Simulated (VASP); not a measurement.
S:

```
S
1.0
     4.56264    0.00000    0.00000
    -2.28132    3.95136    0.00000
     0.00000    0.00000    2.82884
S
3
Cartesian
  0.0000 0.0000 0.0000
  0.0000 2.6342 1.4144
  2.2813 1.3171 1.4144
```

This isn't the form of S at room conditions, which is orthorhombic, of S8 rings.

```yaml
Program: VASP 6.6.1
Task: relaxation of cell and atoms
Functional: PBE
Potentials_or_basis: VASP PAW PBE potentials, release 64 (S)
Cutoff: 600 eV
k_mesh: 8 × 8 × 11
Occupations: fermi-dirac, width 0.1 eV
Spin: no spin polarisation
```

At the start: pressure -3.9 GPa; volume 17.00 Å³/atom.

Where does the relaxation end?

Over 37 steps the energy falls by 415.6 meV/atom and the volume is 27.06 Å³/atom (+59.2 %); space group P6/mmm (No. 191, to 0.1 Å) before and after.

The path:
```tsv
step	energy change (eV)	largest force (eV/Å)	pressure (GPa)	volume (Å³)
1	0.0000	0.0000	-3.93	51.00
2	-0.0355	0.0000	0.43	47.99
3	-0.0358	0.0000	0.03	48.22
4	-0.0378	0.0000	0.04	48.18
5	-0.0500	0.0000	0.09	48.04
6	-0.0961	0.0000	0.33	47.74
7	-0.2591	0.0000	1.78	46.99
8	-0.3580	0.0000	13.07	44.97
9	-0.3642	0.0000	8.53	45.59
10	-0.3716	0.0000	10.79	45.26
11	-0.3697	0.0000	11.61	45.15
12	-0.3656	0.0000	12.28	45.06
13	-0.3805	0.0000	11.75	45.26
14	-0.4219	0.0000	10.21	45.87
15	-0.4890	0.0000	7.34	47.08
16	-0.5664	0.0000	2.50	49.59
17	-0.5329	0.0000	-4.40	54.85
18	-0.5805	0.0000	-0.47	51.51
19	-0.6103	0.0000	-0.38	51.94
20	-0.6972	0.0000	0.27	53.20
21	-0.8582	0.0000	1.93	55.66
22	-0.9549	0.0000	7.23	60.19
23	-0.9730	0.0000	5.11	58.99
24	-0.9725	0.0000	5.81	59.43
25	-1.0125	0.0000	5.47	61.17
26	-1.1053	0.0000	4.82	66.52
27	-1.1873	0.0000	2.83	77.85
28	-1.2432	0.0000	0.71	80.02
29	-1.2468	0.0000	-0.01	80.78
30	-1.2468	0.0000	0.04	80.72
31	-1.2468	0.0000	0.05	80.74
32	-1.2469	0.0000	0.05	80.82
33	-1.2469	0.0000	0.03	80.99
34	-1.2469	0.0000	0.03	81.04
35	-1.2469	0.0000	0.02	81.15
36	-1.2469	0.0000	-0.03	81.25
37	-1.2469	0.0000	-0.01	81.19
```

Final structure:
```yaml
crystal:
  lattice:
    - [6.63086, 0.00000, 0.00000]
    - [-3.31543, 5.74249, 0.00000]
    - [0.00000, 0.00000, 2.13234]
  atoms:
    - { symbol: S, position: [0.00000, 0.00000, 0.00000] }
    - { symbol: S, position: [0.33333, 0.66667, 0.50000] }
    - { symbol: S, position: [0.66667, 0.33333, 0.50000] }
```

Caveat: the volume moved by over 15 % at a fixed basis, so the end points are rough.
